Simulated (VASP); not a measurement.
# MgBe2S4 (P-3m1) in VASP: further runs

MgBe2S4 is run at these levels: PBE+D3(BJ); tasks: relaxation of cell and atoms, single point.

Everything below comes from runs of VASP 6.6.1. Logs are shortened: lines on timing, memory, paths and dates and some standing lists are left out, and cuts for length are marked.

**1. The cell of the first run**

Symmetry: P-3m1, No. 164, trigonal system. The conventional cell has a = 3.117 Å, b = 3.117 Å, c = 10.873 Å, α = 90.00°, β = 90.00°, γ = 120.00°. Mg (site symmetry -3m) has 6 S at 2.28 Å and 2 Be at 2.67 Å and 6 Mg at 3.12 Å within 3.2 Å. Within 2.9 Å of Be (site symmetry 3m) lie 6 S at 2.21 Å and 1 Mg at 2.67 Å. Within 2.9 Å of S (site symmetry 3m) lie 3 Be at 2.21 Å and 3 Mg at 2.28 Å. S (site symmetry 3m) has 3 Be at 2.21 Å within 2.9 Å.

**2. Relaxation of cell and atoms, PBE+D3(BJ)**

Input file INCAR:

```
SYSTEM = MgBe2S4
PREC = Accurate ; ENCUT = 600
EDIFF = 1E-7 ; ISMEAR = 0
SIGMA = 0.1 ; LREAL = .FALSE.
LASPH = .TRUE. ; NELM = 100
ALGO = Normal ; ISIF = 3
LWAVE = .FALSE. ; LCHARG = .FALSE.
GGA = PE ; IVDW = 12
IBRION = 2 ; NSW = 90
EDIFFG = -0.04
```

Input file KPOINTS:

```
regular mesh
0
G
  6 6 2
  0 0 0
```

Input file POSCAR:

```
MgBe2S4
1.0
    3.1168612400      0.0000000000      0.0000000000
   -1.5584306200      2.6992810200      0.0000000000
    0.0000000000      0.0000000000     10.8734231800
Mg Be S
1 2 4
Direct
    0.0000000000      0.0000000000      0.0000000000
    0.0000000000      0.0000000000      0.7540564300
    0.0000000000      0.0000000000      0.2459435700
    0.6666666700      0.3333333300      0.8715413300
    0.3333333300      0.6666666700      0.6365715300
    0.6666666700      0.3333333300      0.3634284700
    0.3333333300      0.6666666700      0.1284586700
```

Potentials or basis: VASP PAW PBE potentials, release 64 (Mg, Be, S).

Run with:

```sh
cat potpaw_PBE.64/Mg/POTCAR potpaw_PBE.64/Be/POTCAR potpaw_PBE.64/S/POTCAR > POTCAR
mpirun -np 1 vasp_std > vasp.out
```

OUTCAR:

```text
SYSTEM = MgBe2S4
   PREC = Accurate
   ENCUT = 600
   EDIFF = 1E-7
   ISMEAR = 0
   LREAL = .FALSE.
   LASPH = .TRUE.
   NELM = 100
   ISIF = 3
   GGA = PE
   IVDW = 12
   IBRION = 2
   NSW = 90
   EDIFFG = -0.04
 IVDW          = 12

 ion  position               nearest neighbor table
   1  0.000  0.000  0.000-   4 2.28   7 2.28   4 2.28   7 2.28   4 2.28   7 2.28   2 2.67   3 2.67

   2  0.000  0.000  0.754-   4 2.21   5 2.21   4 2.21   5 2.21   4 2.21   5 2.21   1 2.67
   3  0.000  0.000  0.246-   6 2.21   7 2.21   6 2.21   7 2.21   6 2.21   7 2.21   1 2.67
   4  0.667  0.333  0.872-   2 2.21   2 2.21   2 2.21   1 2.28   1 2.28   1 2.28
   5  0.333  0.667  0.637-   2 2.21   2 2.21   2 2.21
   6  0.667  0.333  0.363-   3 2.21   3 2.21   3 2.21
   7  0.333  0.667  0.128-   3 2.21   3 2.21   3 2.21   1 2.28   1 2.28   1 2.28

  LATTYP: Found a hexagonal cell.
 ALAT       =     3.1168612400
 C/A-ratio  =     3.4885810894

  Lattice vectors:

 A1 = (   3.1168612400,   0.0000000000,   0.0000000000)
 A2 = (  -1.5584306200,   2.6992810200,   0.0000000000)
 A3 = (   0.0000000000,   0.0000000000,  10.8734231800)

Analysis of symmetry for initial positions (statically):
=====================================================================
 Subroutine PRICEL returns:
 Original cell was already a primitive cell.

 Routine SETGRP: Setting up the symmetry group for a
 hexagonal supercell.

 Subroutine GETGRP returns: Found 12 space group operations
 (whereof 12 operations were pure point group operations)
 out of a pool of 24 trial point group operations.

The static configuration has the point symmetry D_3d.

Analysis of symmetry for dynamics (positions and initial velocities):
=====================================================================
 Subroutine PRICEL returns:
 Original cell was already a primitive cell.

 Routine SETGRP: Setting up the symmetry group for a
 hexagonal supercell.

 Subroutine GETGRP returns: Found 12 space group operations
 (whereof 12 operations were pure point group operations)
 out of a pool of 24 trial point group operations.

The dynamic configuration has the point symmetry D_3d.

 Subroutine INISYM returns: Found 12 space group operations
 (whereof 12 operations are pure point group operations),
 and found     1 'primitive' translations

----------------------------------------------------------------------------------------

                                     Primitive cell

  volume of cell :      91.4812

  direct lattice vectors                    reciprocal lattice vectors
     3.116861240  0.000000000  0.000000000     0.320835585  0.185234511  0.000000000
    -1.558430620  2.699281020  0.000000000     0.000000000  0.370469022  0.000000000
     0.000000000  0.000000000 10.873423180     0.000000000  0.000000000  0.091967358

  length of vectors
     3.116861240  3.116861245 10.873423180     0.370469023  0.370469022  0.091967358

  position of ions in fractional coordinates (direct lattice)
     0.000000000  0.000000000  0.000000000
     0.000000000  0.000000000  0.754056430
     0.000000000  0.000000000  0.245943570
     0.666666670  0.333333330  0.871541330
     0.333333330  0.666666670  0.636571530
     0.666666670  0.333333330  0.363428470
     0.333333330  0.666666670  0.128458670

  ion indices of the primitive-cell ions
   primitive index   ion index
                 1           1
                 2           2
                 3           3
                 4           4
                 5           5
                 6           6
                 7           7

----------------------------------------------------------------------------------------

 KPOINTS: regular mesh

Automatic generation of k-mesh.
 Grid dimensions read from file:
 generate k-points for:    6    6    2

 Generating k-lattice:

  Cartesian coordinates                     Fractional coordinates (reciprocal lattice)
     0.053472598  0.030872419  0.000000000     0.166666667  0.000000000  0.000000000
     0.000000000  0.061744837  0.000000000     0.000000000  0.166666667  0.000000000
     0.000000000  0.000000000  0.045983679     0.000000000  0.000000000  0.500000000

  Length of vectors
     0.061744837  0.061744837  0.045983679

  Shift w.r.t. Gamma in fractional coordinates (k-lattice)
     0.000000000  0.000000000  0.000000000

 Subroutine IBZKPT returns following result:
 ===========================================

 Found     14 irreducible k-points:

 Following reciprocal coordinates:
            Coordinates               Weight
  0.000000  0.000000  0.000000      1.000000
  0.166667  0.000000  0.000000      6.000000
  0.333333  0.000000  0.000000      6.000000
  0.500000  0.000000  0.000000      3.000000
  0.166667  0.166667  0.000000      6.000000
  0.333333  0.166667  0.000000     12.000000
  0.333333  0.333333  0.000000      2.000000
  0.000000  0.000000  0.500000      1.000000
  0.166667  0.000000  0.500000      6.000000
  0.333333  0.000000  0.500000      6.000000
  0.500000  0.000000  0.500000      3.000000
  0.166667  0.166667  0.500000      6.000000
  0.333333  0.166667  0.500000     12.000000
  0.333333  0.333333  0.500000      2.000000
   k-points           NKPTS =     14   k-points in BZ     NKDIM =     14   number of bands    NBANDS=     19
   number of dos      NEDOS =    301   number of ions     NIONS =      7
   total plane-waves  NPLWV =  70560
   dimension x,y,z NGX =    28 NGY =   28 NGZ =   90
   dimension x,y,z NGXF=    56 NGYF=   56 NGZF=  180
   ions per type =               1   2   4
   NGX,Y,Z   is equivalent  to a cutoff of  14.93, 14.93, 13.76 a.u.
   NGXF,Y,Z  is equivalent  to a cutoff of  29.87, 29.87, 27.52 a.u.
 SYSTEM =  MgBe2S4
   PREC   = accura    normal or accurate (medium, high low for compatibility)
   ISTART =      0    job   : 0-new  1-cont  2-samecut
   ICHARG =      2    charge: 1-file 2-atom 10-const
   ISPIN  =      1    spin polarized calculation?
   LNONCOLLINEAR =      F non collinear calculations
   LSORBIT =      F    spin-orbit coupling
   LASPH  =      T    aspherical Exc in radial PAW
   ENCUT  =  600.0 eV  44.10 Ry    6.64 a.u.   6.23  6.23 21.72*2*pi/ulx,y,z
   NELM   =    100;   NELMIN=  2; NELMDL= -5     # of ELM steps
   EDIFF  = 0.1E-06   stopping-criterion for ELM
   LREAL  =      F    real-space projection
   EDIFFG = -.4E-01   stopping-criterion for IOM
   NSW    =     90    number of steps for IOM
   IBRION =      2    ionic relax: 0-MD 1-quasi-New 2-CG
   NFREE  =      1    steps in history (QN), initial steepest desc. (CG)
   ISIF   =      3    stress and relaxation
   ISYM   =      2    0-nonsym 1-usesym 2-fastsym
   POTIM  = 0.5000    time-step for ionic-motion
   TEBEG  =    0.0;   TEEND  =   0.0 temperature during run
   PSTRESS=    0.0 pullay stress
   NELECT =      30.0000    total number of electrons
   NUPDOWN=      -1.0000    fix difference up-down
   EMIN   =  10.00;   EMAX   =-10.00  energy-range for DOS
   EFERMI =   0.00;   METHOD = LEGACY
   ISMEAR =     0;   SIGMA  =   0.10  broadening in eV -4-tet -1-fermi 0-gaus
   EFERMI_NEDOS =   21; number of points for ismear=-14 and -15
   IALGO  =     38    algorithm
   IMIX   =      4    mixing-type and parameters
     AMIX     =   0.40;   BMIX     =  1.00
     AMIX_MAG =   1.60;   BMIX_MAG =  1.00
  volume/ion in A,a.u.               =      13.07        88.19
  Fermi-wavevector in a.u.,A,eV,Ry     =   1.128941  2.133389 17.340735  1.274508
  Thomas-Fermi vector in A             =   2.265633
   LORBIT       =      0    0 simple, 1 ext, 2 COOP (PROOUT), +10 PAW based schemes
   GGA     = PE    functional components
   LHFCALC =     F    Hartree Fock is set to
   AEXX    =    0.0000 exact exchange contribution
   IVDW    =    12    specifies the selected vdW correction
   LEPSILON=     F    determine dielectric tensor
   LRPA    =     F    only Hartree local field effects (RPA)
 conjugate gradient relaxation of ions
 non-spin polarized calculation
 Gauss-broadening in eV      SIGMA  =   0.10
  energy-cutoff  :      600.00
  volume of cell :       91.48
 maximum number of plane-waves:      3079
 NGX is ok and might be reduce to    28
   NGX = 13   NGY = 13   NGZ = 43

--------------------------------------- Ionic step        1  -------------------------------------------

 number of electron      30.0000001 magnetization

 Free energy of the ion-electron system (eV)
  ---------------------------------------------------
  ext. energy  EPLUGINS =         0.00000000
  ---------------------------------------------------
  free energy    TOTEN  =       -26.93486272 eV

  energy without entropy =      -26.91966556  energy(sigma->0) =      -26.92726414

------------------------ aborting loop because EDIFF is reached ----------------------------------------

 Edisp (eV)   -2.76893

 E8    (eV) :    -1.0348

  FORCE on cell =-STRESS in cart. coord.  units (eV):
  Direction    XX          YY          ZZ          XY          YZ          ZX
  --------------------------------------------------------------------------------------
  -------------------------------------------------------------------------------------
  Total      10.05616    10.05616    12.07249     0.00000     0.00000     0.00000
  in kB     176.12088   176.12088   211.43441     0.00000     0.00000     0.00000
  external pressure =      187.89 kB  Pullay stress =        0.00 kB
[... 112 lines left out ...]
  FREE ENERGIE OF THE ION-ELECTRON SYSTEM (eV)
  ---------------------------------------------------
  free  energy   TOTEN  =       -30.7332997701 eV

  energy  without entropy=      -30.7124730300  energy(sigma->0) =      -30.72288640

[... ionic steps 4 to 32 ...]

--------------------------------------- Ionic step       33  -------------------------------------------

 number of electron      29.9999997 magnetization

------------------------ aborting loop because EDIFF is reached ----------------------------------------

 Edisp (eV)   -2.28990

 E8    (eV) :    -0.8517
[... 34 lines left out ...]
  energy  without entropy=      -31.1981990221  energy(sigma->0) =      -31.20723431

--------------------------------------- Ionic step       34  -------------------------------------------

 number of electron      29.9999998 magnetization

 E-fermi :   4.4078     XC(G=0): -10.0138

 val. band max:        4.3927418872   @ k =   0.3333   0.0000   0.0000
 cond. band min:       4.4531441204   @ k =   0.3333   0.0000   0.0000
 fundamental gap:      0.0604022332
 Fermi energy:         4.4077795908

 k-point     1 :       0.0000    0.0000    0.0000
  band No.  band energies     occupation
      1      -9.3348      2.00000
      2      -8.7598      2.00000
      3      -8.2721      2.00000
      4      -7.4035      2.00000
      5      -1.0326      2.00000
      6       1.2669      2.00000
[... 11 lines left out ...]
     18      10.2547      0.00000
     19      10.5624      0.00000
[... 326 lines left out ...]
  energy  without entropy=      -31.1987632507  energy(sigma->0) =      -31.20804285

--------------------------------------- Ionic step       35  -------------------------------------------

 number of electron      29.9999998 magnetization

 Free energy of the ion-electron system (eV)
  ---------------------------------------------------
  ext. energy  EPLUGINS =         0.00000000
  ---------------------------------------------------
  free energy    TOTEN  =       -28.93273863 eV

  energy without entropy =      -28.91255950  energy(sigma->0) =      -28.92264907

 E-fermi :   4.3447     XC(G=0):  -9.9889

 val. band max:        4.3326958532   @ k =   0.3333   0.0000   0.0000
 cond. band min:       4.3876929958   @ k =   0.3333   0.0000   0.0000
 fundamental gap:      0.0549971426
 Fermi energy:         4.3447241760

 k-point     1 :       0.0000    0.0000    0.0000
  band No.  band energies     occupation
      1      -9.3547      2.00000
      2      -8.7583      2.00000
      3      -8.2997      2.00000
      4      -7.4165      2.00000
      5      -1.0418      2.00000
      6       1.2713      2.00000
[... 11 lines left out ...]
     18      10.1140      0.00000
     19      10.4509      0.00000
[... 322 lines left out ...]
  FREE ENERGIE OF THE ION-ELECTRON SYSTEM (eV)
  ---------------------------------------------------
  free  energy   TOTEN  =       -31.2189260514 eV

  energy  without entropy=      -31.1987469207  energy(sigma->0) =      -31.20883649

 reached required accuracy - stopping structural energy minimisation
```

It took 25 min on 1 thread of Intel Xeon Platinum 8375C at 2.90GHz (Ice Lake), shared host; peak memory 0.28 GiB.

What came out:

```yaml
Free_energy: -31.2189 eV
Relaxed_volume: 15.49 Å³/atom
Relaxed_cell: a = 3.371 Å, b = 3.371 Å, c = 11.021 Å, α = 90.00°, β = 90.00°, γ = 120.00°
Space_group_after_relaxing_to_0.1_Å: P-3m1 (No. 164)
Energy_gained_by_relaxing: 216.4 meV/atom
Ionic_steps: 35
Pressure_after_relaxing: -0.3 GPa
Largest_force_after_relaxing: 0.039 eV/Å
Band_gap_on_the_k_mesh: zero (bands 15 and 16 overlap by 1.30 eV)
Dispersion_energy_per_atom: -0.327 eV
```

Forces on the atoms (eV/Å):
```
Mg   0.000  0.000  0.000
Be   0.000  0.000 -0.026
Be   0.000  0.000  0.026
S    0.000  0.000  0.039
S    0.000  0.000  0.010
S    0.000  0.000 -0.010
S    0.000  0.000 -0.039
```

Stress tensor (GPa, compression positive):
```
-0.36  0.00  0.00
 0.00 -0.36  0.00
 0.00  0.00 -0.14
```

Step by step:
```tsv
step	energy change (eV)	largest force (eV/Å)	pressure (GPa)	volume (Å³)
1	0.0000	2.3839	18.79	91.48
2	-0.9387	0.6212	-5.11	113.30
3	-1.0295	0.5402	-1.02	107.44
4	-1.0966	0.4338	-0.31	106.69
5	-1.1306	0.3351	0.78	105.70
6	-1.1507	0.2862	-0.10	106.83
7	-1.1662	0.2392	-1.41	108.72
8	-1.1804	0.2085	-0.99	108.32
9	-1.2032	0.1035	0.48	107.12
10	-1.2034	0.1161	0.67	106.98
11	-1.2082	0.0798	0.46	107.43
12	-1.2149	0.1701	0.00	108.58
13	-1.2223	0.1629	-0.12	108.90
14	-1.2456	0.1358	-0.47	109.85
15	-1.2845	0.1486	-1.06	111.73
16	-1.3583	0.3174	-2.07	115.42
17	-1.1181	0.4290	-5.43	122.44
18	-1.3701	0.2578	-2.68	116.72
19	-1.3717	0.2310	-2.80	117.07
20	-1.3770	0.1956	-2.77	117.12
21	-1.3830	0.1488	-2.70	117.24
22	-1.3920	0.1694	-2.39	116.76
23	-1.4128	0.2327	-1.45	115.30
24	-1.4256	0.3672	0.61	112.42
25	-1.4262	0.3412	0.21	112.96
26	-1.4297	0.3290	0.20	112.88
27	-1.4395	0.2907	0.17	112.65
28	-1.4563	0.2095	0.09	112.19
29	-1.4735	0.3117	-0.11	111.27
30	-1.4830	0.2414	-0.18	110.94
31	-1.5001	0.1216	-0.33	109.96
32	-1.5021	0.1045	-0.39	109.49
33	-1.5125	0.0696	0.18	108.27
34	-1.5135	0.0765	0.42	107.77
35	-1.5151	0.0387	-0.29	108.46
```

Final structure:
```
Mg Be S
1.0
     3.37106    0.00000    0.00000
    -1.68553    2.91943    0.00000
     0.00000    0.00000   11.02078
Mg Be S
1 2 4
Cartesian
  -1.6855 2.9194 0.0000
  0.0000 0.0000 7.4610
  3.3711 0.0000 3.5597
  1.6855 0.9731 9.3927
  0.0000 1.9463 6.7915
  1.6855 0.9731 4.2293
  0.0000 1.9463 1.6281
```

Levels at points of the mesh, in eV from the Fermi level:
| k point | band 11 | band 12 | band 13 | band 14 | band 15 | band 16 | band 17 | band 18 | band 19 |
| --- | --- | --- | --- | --- | --- | --- | --- | --- | --- |
| (0.00, 0.00, 0.00) | -0.34 | 0.32 | 0.32 | 0.55 | 0.55 | 1.05 | 5.24 | 5.77 | 6.11 |
| (0.50, 0.00, 0.00) | -1.91 | -1.56 | -0.78 | -0.70 | -0.64 | -0.15 | 3.67 | 4.07 | 4.75 |
| (0.00, 0.00, 0.50) | -0.34 | -0.02 | 0.32 | 0.32 | 0.55 | 0.55 | 5.69 | 6.02 | 6.11 |
| (0.50, 0.00, 0.50) | -2.02 | -1.95 | -0.98 | -0.51 | -0.40 | -0.26 | 3.55 | 3.65 | 4.83 |

Caveat: the k points lie up to 0.36 Å⁻¹ apart in the final cell, too coarse for converged energies and pressures of a metal; the volume moved by over 15 % at a fixed basis, so the end points are rough.

(Continued in part 2 of 2.)

The gap in the log of VASP goes by the Fermi energy; the results here count the filled bands.